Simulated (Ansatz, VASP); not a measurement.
## Two plane-wave programs on Nb4N

```
Nb N
1.0
    -2.72743    2.72743    2.72743
     2.72743   -2.72743    2.72743
     2.72743    2.72743   -2.72743
Nb N
4 1
Cartesian
  1.4132 1.4132 -1.4132
  -1.4132 1.4132 1.4132
  1.4132 -1.4132 1.4132
  1.3142 1.3142 1.3142
  0.0000 0.0000 0.0000
```

Change from the starting cell: species swapped into the H4C type (I-43m, No. 217).

Alike in both runs: functional PBE; k mesh 10 × 10 × 10; occupations gaussian, width 0.1 eV; no spin polarisation.

Ansatz relaxed the structure, and its values are those at the end. VASP's run is a single point on that final structure, the one shown.

|  | VASP | Ansatz |
| --- | --- | --- |
| version | VASP 6.6.1 | Ansatz 0.2.0 |
| potentials or method | VASP PAW PBE potentials, release 64 (Nb_sv, N), cutoff 520 eV | scalar-relativistic, plane waves, PAW |
| valence electrons in the cell | 57 | 57 |

|  | VASP | Ansatz | Ansatz less VASP |
| --- | --- | --- | --- |
| gap on the k mesh at the Fermi level (eV) | none | none | - |
| pressure (GPa) | -0.3 | 0.0 | +0.29 |

A gap of «none» marks a metal or a gap that the smearing closes.
